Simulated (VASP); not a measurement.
# MnHg (R3m) in VASP: electric field gradients with PBE

Aim: the electric field gradients of MnHg with PBE.

Everything below comes from runs of VASP 6.6.1. Logs are shortened: lines on timing, memory, paths and dates and some standing lists are left out, and cuts for length are marked.

## (1) The cell of the first run

The structure is trigonal, space group R3m (No. 160). Conventional cell: a = 4.688 Å, b = 4.688 Å, c = 5.742 Å, α = 90.00°, β = 90.00°, γ = 120.00°. Within 2.9 Å of Mn (site symmetry 3m) lie 4 Hg at 2.18 to 2.72 Å. Hg (site symmetry 3m) has 4 Mn at 2.18 to 2.72 Å within 2.9 Å.

## (2) Electric field gradients, PBE, collinear spin, ferromagnetic start (shortest bond scaled by 0.76)

File INCAR:

```
SYSTEM = MnHg
ALGO = Normal ; EDIFF = 1E-8
ENCUT = 510 ; GGA = PE
GGA_COMPAT = .FALSE. ; ISIF = 2
ISMEAR = -1 ; ISPIN = 2
LASPH = .TRUE. ; LCHARG = .FALSE.
LEFG = .TRUE. ; LMAXMIX = 4
LORBIT = 11 ; LREAL = .FALSE.
LWAVE = .FALSE. ; MAGMOM = 4 0
NBANDS = 28 ; NELM = 200
PREC = Accurate ; SIGMA = 0.05
```

File KPOINTS:

```
k-points
0
G
  9 9 9
  0 0 0
```

File POSCAR:

```
MnHg
1.0
    3.3150000000      0.0000000000      0.0000000000
    0.0000000000      3.3150000000      0.0000000000
    0.0000000000      0.0000000000      3.3150000000
Mn Hg
1 1
Direct
    0.4400000000      0.4400000000      0.4400000000
    0.0600000000      0.0600000000      0.0600000000
```

Potentials or basis: VASP PAW PBE potentials, release 64 (Mn_sv, Hg_sv_GW).

Command:

```sh
$ cat potpaw_PBE.64/Mn_sv/POTCAR potpaw_PBE.64/Hg_sv_GW/POTCAR > POTCAR
$ mpirun -np 1 vasp_std > vasp.out
```

OUTCAR:

```text
SYSTEM = MnHg
   EDIFF = 1E-8
   ENCUT = 510
   GGA = PE
   ISIF = 2
   ISMEAR = -1
   ISPIN = 2
   LASPH = .TRUE.
   LORBIT = 11
   LREAL = .FALSE.
   NELM = 200
   PREC = Accurate

 ion  position               nearest neighbor table
   1  0.440  0.440  0.440-   2 2.18   2 2.72   2 2.72   2 2.72
   2  0.060  0.060  0.060-   1 2.18   1 2.72   1 2.72   1 2.72

  LATTYP: Found a simple cubic cell.
 ALAT       =     3.3150000000

  Lattice vectors:

 A1 = (   3.3150000000,   0.0000000000,   0.0000000000)
 A2 = (   0.0000000000,   3.3150000000,   0.0000000000)
 A3 = (   0.0000000000,   0.0000000000,   3.3150000000)

Analysis of symmetry for initial positions (statically):
=====================================================================
 Subroutine PRICEL returns:
 Original cell was already a primitive cell.

 Routine SETGRP: Setting up the symmetry group for a
 simple cubic supercell.

 Subroutine GETGRP returns: Found  6 space group operations
 (whereof  6 operations were pure point group operations)
 out of a pool of 48 trial point group operations.

The static configuration has the point symmetry C_3v.

Analysis of symmetry for dynamics (positions and initial velocities):
=====================================================================
 Subroutine PRICEL returns:
 Original cell was already a primitive cell.

 Routine SETGRP: Setting up the symmetry group for a
 simple cubic supercell.

 Subroutine GETGRP returns: Found  6 space group operations
 (whereof  6 operations were pure point group operations)
 out of a pool of 48 trial point group operations.

The dynamic configuration has the point symmetry C_3v.

Analysis of structural, dynamic, and magnetic symmetry:
=====================================================================
 Subroutine PRICEL returns:
 Original cell was already a primitive cell.

 Routine SETGRP: Setting up the symmetry group for a
 simple cubic supercell.

 Subroutine GETGRP returns: Found  6 space group operations
 (whereof  6 operations were pure point group operations)
 out of a pool of 48 trial point group operations.

The overall configuration has the point symmetry C_3v.

[... 896 lines left out ...]
     28      25.3733      0.00000

 [... further k-points ...]

 spin component 2

 k-point     1 :       0.0000    0.0000    0.0000
  band No.  band energies     occupation
      1    -107.3194      1.00000
      2     -68.6199      1.00000
      3     -55.7706      1.00000
      4     -55.5828      1.00000
      5     -55.5828      1.00000
      6     -37.5760      1.00000
[... 733 lines left out ...]
     27      25.0922      0.00000
     28      25.8255      0.00000

 [... further k-points ...]

------------------------ aborting loop because EDIFF is reached ----------------------------------------

  FORCE on cell =-STRESS in cart. coord.  units (eV):
  Direction    XX          YY          ZZ          XY          YZ          ZX
  --------------------------------------------------------------------------------------
  -------------------------------------------------------------------------------------
  Total        4.0840767      4.0840767      4.0840767      3.9585935      3.9585935      3.9585935
  in kB      179.6196596    179.6196596    179.6196596    174.1008512    174.1008512    174.1008512
  external PRESSURE =     179.6196596 kB  Pullay stress =       0.0000000 kB

 VOLUME and BASIS-vectors are now :
 -----------------------------------------------------------------------------
  energy-cutoff  :      510.00
  volume of cell :       36.43
      direct lattice vectors                 reciprocal lattice vectors
     3.315000000  0.000000000  0.000000000     0.301659125  0.000000000  0.000000000
     0.000000000  3.315000000  0.000000000     0.000000000  0.301659125  0.000000000
     0.000000000  0.000000000  3.315000000     0.000000000  0.000000000  0.301659125

 POSITION                                       TOTAL-FORCE (eV/Angst)
 -----------------------------------------------------------------------------------
      1.45860      1.45860      1.45860         3.688386      3.688386      3.688386
      0.19890      0.19890      0.19890        -3.688386     -3.688386     -3.688386
 -----------------------------------------------------------------------------------
    total drift:                               -0.003880     -0.003880     -0.003869

  FREE ENERGIE OF THE ION-ELECTRON SYSTEM (eV)
  ---------------------------------------------------
  free  energy   TOTEN  =        -7.1854627816 eV

  energy  without entropy=       -7.1745703626  energy(sigma->0) =       -7.18001657

 Electric field gradients (V/A^2)
---------------------------------------------------------------------
 ion       V_xx      V_yy      V_zz      V_xy      V_xz      V_yz
---------------------------------------------------------------------
   1       0.000     0.000    -0.000    -9.038    -9.038    -9.038
   2       0.000     0.000    -0.000    98.913    98.913    98.913
---------------------------------------------------------------------

 Electric field gradients after diagonalization (V/A^2)
 (convention: |V_zz| > |V_xx| > |V_yy|)
----------------------------------------------------------------------
 ion       V_xx      V_yy      V_zz     asymmetry (V_yy - V_xx)/ V_zz
----------------------------------------------------------------------
   1       9.038     9.038   -18.076       0.000
   2     -98.913   -98.913   197.826       0.000
----------------------------------------------------------------------

           NMR quadrupolar parameters

 Cq : quadrupolar parameter    Cq=e*Q*V_zz/h
 eta: asymmetry parameters     (V_yy - V_xx)/ V_zz
 Q  : nuclear electric quadrupole moment in mb (millibarn)
----------------------------------------------------------------------
 ion       Cq(MHz)       eta       Q (mb)
----------------------------------------------------------------------
   1      -0.044       0.000       1.000
   2       0.478       0.000       1.000
----------------------------------------------------------------------

 total charge

# of ion       s       p       d       f       tot
--------------------------------------------------
    1        2.167   6.018   4.753   0.000  12.937
    2        2.641   6.608   8.797   0.020  18.066
--------------------------------------------------
tot          4.808  12.625  13.550   0.020  31.003

 magnetization (x)

# of ion       s       p       d       f       tot
--------------------------------------------------
    1        0.020   0.008   3.421   0.000   3.449
    2       -0.035  -0.073   0.099   0.009   0.001
--------------------------------------------------
tot         -0.015  -0.064   3.520   0.009   3.449
```

OSZICAR:

```text
N       E                     dE             d eps       ncg     rms          rms(c)
DAV:   1     0.727710665770E+03    0.72771E+03   -0.19165E+04  9820   0.266E+03
DAV:   2     0.565708793806E+02   -0.67114E+03   -0.62565E+03  9528   0.730E+02
DAV:   3    -0.206617964650E+01   -0.58637E+02   -0.57573E+02 12904   0.241E+02
DAV:   4    -0.730227374106E+01   -0.52361E+01   -0.50952E+01 18692   0.606E+01
DAV:   5    -0.745253280523E+01   -0.15026E+00   -0.15012E+00 11388   0.827E+00    0.544E+01
DAV:   6    -0.725171437085E+01    0.20082E+00   -0.24771E+00 13796   0.259E+01    0.245E+01
DAV:   7    -0.738178010738E+01   -0.13007E+00   -0.20745E+00 12516   0.301E+01    0.237E+01
DAV:   8    -0.717796441827E+01    0.20382E+00   -0.49168E-01 12368   0.124E+01    0.579E+00
DAV:   9    -0.718576398542E+01   -0.77996E-02   -0.71997E-02 16436   0.384E+00    0.958E-01
DAV:  10    -0.718536755980E+01    0.39643E-03   -0.12178E-02 15016   0.154E+00    0.365E-01
DAV:  11    -0.718545694091E+01   -0.89381E-04   -0.99492E-04 14060   0.372E-01    0.141E-01
DAV:  12    -0.718545544590E+01    0.14950E-05   -0.97464E-05 14008   0.148E-01    0.680E-02
DAV:  13    -0.718546285845E+01   -0.74125E-05   -0.15860E-05 13908   0.624E-02    0.194E-02
DAV:  14    -0.718546281989E+01    0.38555E-07   -0.24718E-06 13564   0.265E-02    0.147E-02
DAV:  15    -0.718546278136E+01    0.38529E-07   -0.51724E-07 16888   0.133E-02    0.455E-03
DAV:  16    -0.718546278159E+01   -0.23192E-09   -0.91048E-08 14200   0.335E-03
   1 F= -.71854628E+01 E0= -.71800166E+01  d E =-.108924E-01  mag=     3.6916
```

Wall time 1.7 min (1 thread of Intel Xeon Platinum 8375C at 2.90GHz (Ice Lake), shared host); peak memory 0.26 GiB.

Results:

| Item | Value |
| --- | --- |
| Free energy | -7.1855 eV |
| Pressure | 18.0 GPa |
| Largest force | 6.388 eV/Å |
| Net moment | 3.69 μB per cell |
| Site moments | Mn +3.45; Hg +0.00 μB |
| Largest electric field gradient by atom | Mn -18.1; Hg +197.8 V/Å² |
| Valence electrons inside the program's atomic spheres | Mn 12.94; Hg 18.07 |

Forces on the atoms (eV/Å):
```
Mn   3.688  3.688  3.688
Hg  -3.688 -3.688 -3.688
```

Stress tensor (GPa, compression positive):
```
17.96 17.41 17.41
17.41 17.96 17.41
17.41 17.41 17.96
```

Electric field gradients, principal values (V/Å²):
```tsv
atom	least	middle	greatest (by size)
1 Mn	9.038	9.038	-18.076
2 Hg	-98.913	-98.913	197.826
```

Caveat: the cell differs from its parent crystal (shortest bond scaled by 0.76); the cell stands under pressure; without QUAD_EFG the Cq values of the log hold for a quadrupole moment of 1 mb, not for the nuclei; forces of over 1 eV/Å act on the atoms, so gaps and moduli don't describe the material at rest.
